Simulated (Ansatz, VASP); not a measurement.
## HfO2 in VASP and in Ansatz

Contents of POSCAR:

```
HfO2
1.0
    3.4693918852      0.0000000000      0.0000000000
    0.0000000000      3.4693918852      0.0000000000
    0.0000000000      0.0000000000      5.0461576747
Hf O
2 4
Direct
    0.5000000000      0.5000000000      0.5000000000
    0.0000000000      0.0000000000      0.0000000000
    0.0000000000      0.5000000000      0.7133904078
    0.5000000000      0.0000000000      0.7866095922
    0.5000000000      0.0000000000      0.2866095922
    0.0000000000      0.5000000000      0.2133904078
```

INCAR.step1

```
SYSTEM = HfO2
ALGO = Normal
EDIFF = 1E-4
ENCUT = 520
GGA = PE
GGA_COMPAT = .False.
ISMEAR = 0
KPAR = 4
LASPH = .True.
LCHARG = .False.
LMAXMIX = 4
LNONCOLLINEAR = .True.
LREAL = .False.
LSORBIT = .True.
LWAVE = .True.
MAGMOM = 0 0 0 0 0 0 0 0 0 0 0 0 0 0 0 0 0 0
NBANDS = 60
NELM = 150
PREC = Accurate
SIGMA = 0.01
```

File INCAR.step2:

```
SYSTEM = HfO2
ALGO = Normal
EDIFF = 1E-7
ENCUT = 520
GGA_COMPAT = .False.
ISIF = 2
ISMEAR = 0
ISTART = 1
KPAR = 4
LASPH = .True.
LCHARG = .False.
LMAXMIX = 4
LMIXTAU = .True.
LNONCOLLINEAR = .True.
LORBIT = 11
LORBMOM = .True.
LREAL = .False.
LSORBIT = .True.
LWAVE = .False.
MAGMOM = 0 0 0 0 0 0 0 0 0 0 0 0 0 0 0 0 0 0
METAGGA = R2SCAN
NBANDS = 60
NELM = 150
PREC = Accurate
SIGMA = 0.01
```

KPOINTS

```
k-points
0
Gamma
  8 8 6
  0 0 0
```

Input for Ansatz:

```yaml
crystal:
  lattice:
    - [3.4693918852, 0.0, 0.0]
    - [0.0, 3.4693918852, 0.0]
    - [0.0, 0.0, 5.0461576747]
  atoms:
    - { symbol: Hf, position: [0.5, 0.5, 0.5] }
    - { symbol: Hf, position: [0.0, 0.0, 0.0] }
    - { symbol: O, position: [0.0, 0.5, 0.7133904078] }
    - { symbol: O, position: [0.5, 0.0, 0.7866095922] }
    - { symbol: O, position: [0.5, 0.0, 0.2866095922] }
    - { symbol: O, position: [0.0, 0.5, 0.2133904078] }
kpoints:
  mp_grid: { grid: [8, 8, 6] }
  band_path:
    path:
      - [0.0, 0.0, 0.0]
      - [0.0, 0.5, 0.0]
      - [0.5, 0.5, 0.0]
      - [0.0, 0.0, 0.5]
      - [0.0, 0.5, 0.5]
      - [0.5, 0.5, 0.5]
    npoints: 1
hamiltonian:
  xc: r2scan
scf:
  occupations: { method: fixed }
  n_extra_bands: 10
magnetization:
  noncollinear: true
  spin_orbit: true
output:
  forces: true
  stress: true
  eigenvalues: true
  write_density: true
  write_potential: true
  elf: true
  volumetric_format: npy
```

Change from the starting cell: hydrostatic strain -3.0%.

Alike in both runs: task single point; functional r2SCAN; k mesh 8 × 8 × 6; non-collinear spin, spin-orbit coupling.

|  | VASP | Ansatz |
| --- | --- | --- |
| version | VASP 6.6.1 | Ansatz 0.2.0 |
| potentials or method | VASP PAW PBE potentials, release 64 (Hf_pv, O) | plane waves, PAW |
| plane-wave cutoff (eV) | 520 | 500 |
| occupations | gaussian, width 0.01 eV | fixed |
| valence electrons in the cell | 44 | 76 |

```csv
,VASP,Ansatz,Ansatz less VASP
pressure (GPa),19.5,23.4,+3.88
"traceless stress, the component that is largest in VASP (GPa)",-5.13,-5.12,+0.003
rms of the force components (eV/Å),0.025,0.005,-0.0197
```

VASP's potentials were made for PBE, not for r2SCAN. Atom by atom the forces differ by 0.020 eV/Å (rms over components). VASP's potentials hold 44 valence electrons a cell and Ansatz's 76, so a difference there can come from the potentials and not from the codes.
